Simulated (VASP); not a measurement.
# Li16Cu (a cell with a defect) in VASP: further runs

The runs below take Li16Cu (a cell with a defect) through single point, with PBE+D3(BJ).

Everything below comes from runs of VASP 6.6.1. Logs are shortened: lines on timing, memory, paths and dates and some standing lists are left out, and cuts for length are marked.

### Step 1. The cell of the first run

The cell holds a defect, 17 atoms: a = 6.980 Å, b = 6.980 Å, c = 6.980 Å, α = 90.00°, β = 90.00°, γ = 90.00°.

### Step 2. Single point, PBE+D3(BJ)

Input file INCAR:

```
SYSTEM = Li16Cu
PREC = Accurate
ENCUT = 520
EDIFF = 1E-6
ISMEAR = 0
SIGMA = 0.1
LREAL = Auto
LASPH = .True.
NELM = 80
ALGO = Normal
ISIF = 2
LWAVE = .False.
LCHARG = .False.
GGA = PE
IVDW = 12
NBANDS = 44
```

Input file KPOINTS:

```
regular mesh
0
Gamma
  3 3 3
  0 0 0
```

Input file POSCAR:

```
Li16Cu
1.0
    6.9800000000      0.0000000000      0.0000000000
    0.0000000000      6.9800000000      0.0000000000
    0.0000000000      0.0000000000      6.9800000000
Li Cu
16 1
Direct
    0.0113027221      0.0287815186     -0.0144203438
    0.4636789398     -0.0115176218     -0.0022326648
    0.0292391117      0.4446593123     -0.0289891117
    0.0121865330      0.0178204871      0.4740074499
    0.2739915473      0.2635449857      0.2582386819
    0.4655107450      0.5392173352     -0.0074479943
    0.6196743553     -0.0110213467      0.5863657593
    0.7089063037      0.2448706304      0.2410777937
   -0.0327385387      0.4790127507      0.4969366762
    0.1585078797      0.7094988539      0.2145908309
    0.2874881089      0.2423578797      0.6921136103
    0.4994614613      0.5646532951      0.4845246418
    0.7359742120      0.7716998567      0.2293247851
    0.7180249284      0.2943769341      0.7832381089
    0.2346535817      0.7633575931      0.7049236390
    0.7975862464      0.7262240688      0.7971975645
    0.3781392550     -0.0706313754      0.3599467049
```

Potentials or basis: VASP PAW PBE potentials, release 64 (Li_sv, Cu).

The run is started by

```sh
$ cat potpaw_PBE.64/Li_sv/POTCAR potpaw_PBE.64/Cu/POTCAR > POTCAR
$ mpirun -np 1 vasp_std > vasp.out
```

OUTCAR:

```text
SYSTEM = Li16Cu
   PREC = Accurate
   ENCUT = 520
   EDIFF = 1E-6
   ISMEAR = 0
   LREAL = Auto
   LASPH = .True.
   NELM = 80
   ISIF = 2
   GGA = PE
   IVDW = 12
 IVDW          = 12

 ion  position               nearest neighbor table
   1  0.011  0.029  0.986-
   2  0.464  0.988  0.998-  17 2.63
   3  0.029  0.445  0.971-
   4  0.012  0.018  0.474-
   5  0.274  0.264  0.258-  17 2.54
   6  0.466  0.539  0.993-
   7  0.620  0.989  0.586-  17 2.35
   8  0.709  0.245  0.241-
   9  0.967  0.479  0.497-
  10  0.159  0.709  0.215-  17 2.39
  11  0.287  0.242  0.692-
  12  0.499  0.565  0.485-
  13  0.736  0.772  0.229-
  14  0.718  0.294  0.783-
  15  0.235  0.763  0.705-
  16  0.798  0.726  0.797-
  17  0.378  0.929  0.360-   7 2.35  10 2.39   5 2.54   2 2.63

  LATTYP: Found a simple cubic cell.
 ALAT       =     6.9800000000

  Lattice vectors:

 A1 = (   6.9800000000,   0.0000000000,   0.0000000000)
 A2 = (   0.0000000000,   6.9800000000,   0.0000000000)
 A3 = (   0.0000000000,   0.0000000000,   6.9800000000)

Analysis of symmetry for initial positions (statically):
=====================================================================
 Subroutine PRICEL returns:
 Original cell was already a primitive cell.

 Routine SETGRP: Setting up the symmetry group for a
 simple cubic supercell.

 Subroutine GETGRP returns: Found  1 space group operations
 (whereof  1 operations were pure point group operations)
 out of a pool of 48 trial point group operations.

The static configuration has the point symmetry C_1 .

Analysis of symmetry for dynamics (positions and initial velocities):
=====================================================================
 Subroutine PRICEL returns:
 Original cell was already a primitive cell.

 Routine SETGRP: Setting up the symmetry group for a
 simple cubic supercell.

 Subroutine GETGRP returns: Found  1 space group operations
 (whereof  1 operations were pure point group operations)
 out of a pool of 48 trial point group operations.

The dynamic configuration has the point symmetry C_1 .

 Subroutine INISYM returns: Found  1 space group operations
 (whereof  1 operations are pure point group operations),
 and found     1 'primitive' translations

----------------------------------------------------------------------------------------

[... 114 lines left out ...]
   NSW    =      0    number of steps for IOM
   IBRION =     -1    ionic relax: 0-MD 1-quasi-New 2-CG
   NFREE  =      0    steps in history (QN), initial steepest desc. (CG)
   ISIF   =      2    stress and relaxation
   ISYM   =      2    0-nonsym 1-usesym 2-fastsym
   POTIM  = 0.5000    time-step for ionic-motion
   TEBEG  =    0.0;   TEEND  =   0.0 temperature during run
   PSTRESS=    0.0 pullay stress
   NELECT =      59.0000    total number of electrons
   NUPDOWN=      -1.0000    fix difference up-down
   EMIN   =  10.00;   EMAX   =-10.00  energy-range for DOS
   EFERMI =   0.00;   METHOD = LEGACY
   ISMEAR =     0;   SIGMA  =   0.10  broadening in eV -4-tet -1-fermi 0-gaus
   EFERMI_NEDOS =   21; number of points for ismear=-14 and -15
   IALGO  =     38    algorithm
   IMIX   =      4    mixing-type and parameters
     AMIX     =   0.40;   BMIX     =  1.00
     AMIX_MAG =   1.60;   BMIX_MAG =  1.00
  volume/ion in A,a.u.               =      20.00       134.99
  Fermi-wavevector in a.u.,A,eV,Ry     =   0.913069  1.725449 11.343099  0.833694
  Thomas-Fermi vector in A             =   2.037537
   LORBIT       =      0    0 simple, 1 ext, 2 COOP (PROOUT), +10 PAW based schemes
   GGA     = PE    functional components
   LHFCALC =     F    Hartree Fock is set to
   AEXX    =    0.0000 exact exchange contribution
   IVDW    =    12    specifies the selected vdW correction
   LEPSILON=     F    determine dielectric tensor
   LRPA    =     F    only Hartree local field effects (RPA)
 non-spin polarized calculation
 Gauss-broadening in eV      SIGMA  =   0.10
  energy-cutoff  :      520.00
  volume of cell :      340.07
 maximum number of plane-waves:      9180
 NGX is ok and might be reduce to    54
   NGX = 25   NGY = 25   NGZ = 25

 number of electron      58.9999997 magnetization

 Free energy of the ion-electron system (eV)
  ---------------------------------------------------
  ext. energy  EPLUGINS =         0.00000000
  ---------------------------------------------------
  free energy    TOTEN  =       -33.73073810 eV

  energy without entropy =      -33.70383492  energy(sigma->0) =      -33.71728651

 E-fermi :   0.7421     XC(G=0):  -7.2159

 val. band max:        0.7096953632   @ k =   0.0000  -0.3333   0.3333
 cond. band min:       0.7632883187   @ k =  -0.3333   0.0000   0.3333
 fundamental gap:      0.0535929555
 Fermi energy:         0.7421391079

 k-point     1 :       0.0000    0.0000    0.0000
  band No.  band energies     occupation
      1     -45.8858      2.00000
      2     -45.8563      2.00000
      3     -45.8482      2.00000
      4     -45.8204      2.00000
      5     -45.8177      2.00000
      6     -45.7968      2.00000
[... 605 lines left out ...]
     40       3.7370      0.00000
     41       4.0754      0.00000
 [bands above 41 left out]

------------------------ aborting loop because EDIFF is reached ----------------------------------------

 Edisp (eV)   -3.04549

 E8    (eV) :    -1.2724

  FORCE on cell =-STRESS in cart. coord.  units (eV):
  Direction    XX          YY          ZZ          XY          YZ          ZX
  --------------------------------------------------------------------------------------
  -------------------------------------------------------------------------------------
  Total      -3.52251    -3.85940    -4.66774     0.67455     0.84526     1.15116
  in kB     -16.59575   -18.18294   -21.99132     3.17804     3.98232     5.42350
  external pressure =      -18.92 kB  Pullay stress =        0.00 kB

 VOLUME and BASIS-vectors are now :
 -----------------------------------------------------------------------------
  energy-cutoff  :      520.00
  volume of cell :      340.07
      direct lattice vectors                 reciprocal lattice vectors
     6.980000000  0.000000000  0.000000000     0.143266476  0.000000000  0.000000000
     0.000000000  6.980000000  0.000000000     0.000000000  0.143266476  0.000000000
     0.000000000  0.000000000  6.980000000     0.000000000  0.000000000  0.143266476

 POSITION                                       TOTAL-FORCE (eV/Angst)
 -----------------------------------------------------------------------------------
      0.07889      0.20089      6.87935        -0.002803      0.003261     -0.005038
      3.23648      6.89961      6.96442        -0.006999      0.006558      0.003940
      0.20409      3.10372      6.77766        -0.005132      0.009306      0.002897
      0.08506      0.12439      3.30857        -0.008954     -0.004314      0.001578
      1.91246      1.83954      1.80251        -0.002803      0.002157     -0.013392
      3.24927      3.76374      6.92801         0.004926     -0.003719     -0.006908
[... 9 lines left out ...]
      5.56715      5.06904      5.56444         0.002585     -0.008936     -0.001851
      2.63941      6.48699      2.51243         0.001666      0.006885      0.002432
 -----------------------------------------------------------------------------------
    total drift:                                0.006198     -0.006242     -0.003145

  FREE ENERGIE OF THE ION-ELECTRON SYSTEM (eV)
  ---------------------------------------------------
  free  energy   TOTEN  =       -36.7762294514 eV

  energy  without entropy=      -36.7493262684  energy(sigma->0) =      -36.76277786
```

It took 13 min on 1 thread of Oxide Virtual Turin-like, shared host; peak memory 0.4 GiB.

What came out:

```yaml
Free_energy: -36.7762 eV
Largest_force: 0.017 eV/Å
Band_gap_on_the_k_mesh: zero (an odd number of electrons rules out a gap without spin polarisation)
Dispersion_energy_per_atom: -0.179 eV
```

Forces on the atoms (eV/Å):
```
Li  -0.003  0.003 -0.005
Li  -0.007  0.007  0.004
Li  -0.005  0.009  0.003
Li  -0.009 -0.004  0.002
Li  -0.003  0.002 -0.013
Li   0.005 -0.004 -0.007
Li  -0.002  0.005  0.009
Li   0.000 -0.002 -0.001
Li  -0.002  0.007 -0.001
Li   0.012  0.001  0.005
Li  -0.004 -0.003  0.004
Li   0.002 -0.008  0.003
Li   0.003 -0.002  0.001
Li   0.013 -0.011 -0.004
Li  -0.004  0.001 -0.001
Li   0.003 -0.009 -0.002
Cu   0.002  0.007  0.002
```

Caveat: the cutoff is under 1.25 times the usual one of these potentials, so pressure, stress and relaxed cells hold a basis-set (Pulay) error.

[end of part 1 of 2]

The gap in the log of VASP goes by the Fermi energy; the results here count the filled bands.